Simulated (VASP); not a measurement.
# ZrS (Fm-3m) in VASP: further runs, part 2 of 2

VASP 6.6.1.

## (4) Single point, LDA, collinear spin (13.87 Å³/atom)

This run uses another cell than the first one, of 13.87 Å³/atom.

File INCAR:

```
ALGO = Normal ; EDIFF = 1E-6
ENCUT = 520 ; ISIF = 2
ISMEAR = 0 ; ISPIN = 2
LASPH = True ; LCHARG = False
LMAXMIX = 4 ; LORBIT = 11
LREAL = False ; LWAVE = False
MAGMOM = 1 0 ; NBANDS = 20
NELM = 150 ; NUPDOWN = 1.0
PREC = Accurate ; SIGMA = 0.15
```

File KPOINTS:

```
k-points
0
Gamma
  16 16 16
```

File POSCAR:

```
ZrS
1.0
    0.0000000000      2.4028323044      2.4028323044
    2.4028323044      0.0000000000      2.4028323044
    2.4028323044      2.4028323044      0.0000000000
Zr S
1 1
Direct
    0.0000000000      0.0000000000      0.0000000000
    0.5000000000      0.5000000000      0.5000000000
```

Potentials or basis: VASP PAW LDA potentials, release 64 (Zr_sv, S).

Command:

```console
cat potpaw_LDA.64/Zr_sv/POTCAR potpaw_LDA.64/S/POTCAR > POTCAR
mpirun -np 1 vasp_std > vasp.out
```

OUTCAR:

```text
EDIFF = 1E-6
   ENCUT = 520
   ISIF = 2
   ISMEAR = 0
   ISPIN = 2
   LASPH = True
   LORBIT = 11
   LREAL = False
   NELM = 150
   NUPDOWN = 1.0
   PREC = Accurate

 ion  position               nearest neighbor table
   1  0.000  0.000  0.000-   2 2.40   2 2.40   2 2.40   2 2.40   2 2.40   2 2.40
   2  0.500  0.500  0.500-   1 2.40   1 2.40   1 2.40   1 2.40   1 2.40   1 2.40

  LATTYP: Found a face centered cubic cell.
 ALAT       =     4.8056646088

  Lattice vectors:

 A1 = (   0.0000000000,   2.4028323044,   2.4028323044)
 A2 = (   2.4028323044,   0.0000000000,   2.4028323044)
 A3 = (   2.4028323044,   2.4028323044,   0.0000000000)

Analysis of symmetry for initial positions (statically):
=====================================================================
 Subroutine PRICEL returns:
 Original cell was already a primitive cell.

 Routine SETGRP: Setting up the symmetry group for a
 face centered cubic supercell.

 Subroutine GETGRP returns: Found 48 space group operations
 (whereof 48 operations were pure point group operations)
 out of a pool of 48 trial point group operations.

The static configuration has the point symmetry O_h .

Analysis of symmetry for dynamics (positions and initial velocities):
=====================================================================
 Subroutine PRICEL returns:
 Original cell was already a primitive cell.

 Routine SETGRP: Setting up the symmetry group for a
 face centered cubic supercell.

 Subroutine GETGRP returns: Found 48 space group operations
 (whereof 48 operations were pure point group operations)
 out of a pool of 48 trial point group operations.

The dynamic configuration has the point symmetry O_h .

Analysis of structural, dynamic, and magnetic symmetry:
=====================================================================
 Subroutine PRICEL returns:
 Original cell was already a primitive cell.

 Routine SETGRP: Setting up the symmetry group for a
 face centered cubic supercell.
[... 148 lines left out ...]
  ext. energy  EPLUGINS =         0.00000000
  ---------------------------------------------------
  free energy    TOTEN  =       -15.96019211 eV

  energy without entropy =      -15.94913936  energy(sigma->0) =      -15.95466574

 E-fermi :  13.0794     XC(G=0): -12.8247

 val. band max:       14.8757217963   @ k =  -0.2500   0.1875   0.0625
 cond. band min:      13.0812129357   @ k =   0.1250   0.0625   0.0000
 fundamental gap:     -1.7945088606
 Fermi energy:        14.8792829702

 spin component 1

 k-point     1 :       0.0000    0.0000    0.0000
  band No.  band energies     occupation
      1     -35.0554      1.00000
      2     -13.1795      1.00000
      3     -13.1795      1.00000
      4     -13.1795      1.00000
      5      -2.9016      1.00000
      6      10.6002      1.00000
[... 541 lines left out ...]
     19      32.4081      0.00000
     20      33.8383      0.00000

 [... further k-points ...]

 spin component 2

 k-point     1 :       0.0000    0.0000    0.0000
  band No.  band energies     occupation
      1     -34.7527      1.00000
      2     -12.8380      1.00000
      3     -12.8380      1.00000
      4     -12.8380      1.00000
      5      -2.6312      1.00000
      6      10.8564      1.00000
[... 541 lines left out ...]
     19      32.7436      0.00000
     20      34.1623      0.00000

 [... further k-points ...]

------------------------ aborting loop because EDIFF is reached ----------------------------------------

  FORCE on cell =-STRESS in cart. coord.  units (eV):
  Direction    XX          YY          ZZ          XY          YZ          ZX
  --------------------------------------------------------------------------------------
  -------------------------------------------------------------------------------------
  Total        8.9424077      8.9424077      8.9424077     -0.0000000      0.0000000      0.0000000
  in kB      516.3743569    516.3743569    516.3743569     -0.0000000      0.0000000      0.0000000
  external PRESSURE =     516.3743569 kB  Pullay stress =       0.0000000 kB

 VOLUME and BASIS-vectors are now :
 -----------------------------------------------------------------------------
  energy-cutoff  :      520.00
  volume of cell :       27.75
      direct lattice vectors                 reciprocal lattice vectors
     0.000000000  2.402832304  2.402832304    -0.208087763  0.208087763  0.208087763
     2.402832304  0.000000000  2.402832304     0.208087763 -0.208087763  0.208087763
     2.402832304  2.402832304  0.000000000     0.208087763  0.208087763 -0.208087763

 POSITION                                       TOTAL-FORCE (eV/Angst)
 -----------------------------------------------------------------------------------
      0.00000      0.00000      0.00000        -0.000000      0.000000      0.000000
      2.40283      2.40283      2.40283         0.000000      0.000000      0.000000
 -----------------------------------------------------------------------------------
    total drift:                                0.000000      0.000000      0.000000

  FREE ENERGIE OF THE ION-ELECTRON SYSTEM (eV)
  ---------------------------------------------------
  free  energy   TOTEN  =       -15.9601921146 eV

  energy  without entropy=      -15.9491393650  energy(sigma->0) =      -15.95466574

 total charge

# of ion       s       p       d       tot
------------------------------------------
    1        2.174   6.028   2.106  10.308
    2        1.329   2.593   0.000   3.922
--------------------------------------------------
tot          3.503   8.621   2.106  14.230

 magnetization (x)

# of ion       s       p       d       tot
------------------------------------------
    1        0.009   0.006   0.535   0.550
    2        0.006   0.068   0.000   0.074
--------------------------------------------------
tot          0.015   0.074   0.535   0.624
```

It took 73 s on 1 thread of Intel Xeon 6975P-C (Granite Rapids), shared host; peak memory 0.23 GiB.

What came out:

```
Free energy                                           : -15.9602 eV
Pressure                                              : 51.6 GPa
Net moment                                            : 1.00 μB per cell
Site moments                                          : Zr +0.55; S +0.07 μB
Valence electrons inside the program's atomic spheres : Zr 10.31; S 3.92
```

Caveat: the cell stands under pressure; the total moment is fixed, so each spin has its own Fermi level.

## (5) Single point, LDA, collinear spin (13.87 Å³/atom)

This run uses another cell than the first one, of 13.87 Å³/atom.

File INCAR:

```
ALGO = Normal
EDIFF = 1E-6
ENCUT = 520
GGA = CA
ISIF = 2
ISMEAR = 0
ISPIN = 2
LASPH = T
LCHARG = F
LMAXMIX = 4
LORBIT = 11
LREAL = F
LWAVE = F
MAGMOM = 0.2 0
NBANDS = 20
NELM = 150
NUPDOWN = 0.2
PREC = Accurate
SIGMA = 0.15
```

KPOINTS is that of step 4.

POSCAR is that of step 4.

Command:

```console
cat potpaw_LDA.64/Zr_sv/POTCAR potpaw_LDA.64/S/POTCAR > POTCAR
mpirun -np 1 vasp_std > vasp.out
```

Run time: 68 s. Hardware: 1 thread of Intel Xeon 6975P-C (Granite Rapids), shared host; peak memory 0.23 GiB.

Results (log left out):

```yaml
Free_energy: -16.3777 eV
Pressure: 48.1 GPa
Net_moment: 0.20 μB per cell
Site_moments: Zr +0.11; S +0.01 μB
Valence_electrons_inside_the_program's_atomic_spheres: Zr 10.29; S 3.92
```

Caveat: the cell stands under pressure; the total moment is fixed, so each spin has its own Fermi level.

## (6) Overview

| spin | fixed moment (μB) | cell | gap on the mesh (eV) | pressure (GPa) | moment (μB) |
| --- | --- | --- | --- | --- | --- |
| off | - | a = 3.787 Å, angles 60.0°, 2 atoms | none | -14.8 | - |
| off | - | a = 3.836 Å, angles 60.0°, 2 atoms | none | -17.7 | - |
| collinear | 1.0 | a = 3.398 Å, angles 60.0°, 2 atoms | - | 51.6 | 1.00 |
| collinear | 0.2 | a = 3.398 Å, angles 60.0°, 2 atoms | - | 48.1 | 0.20 |

Alike in all rows: task single point; level LDA; potentials or basis VASP PAW LDA potentials, release 64 (Zr_sv, S); k mesh 16 × 16 × 16; cutoff (eV) 520; smearing gaussian 0.15 eV.

Caveats: the cell stands under tension (at least some runs); the cell stands under pressure (at least some runs); the total moment is fixed, so each spin has its own Fermi level (at least some runs).

Total energies depend on the potentials used, so only differences within one code and one set of settings carry meaning.
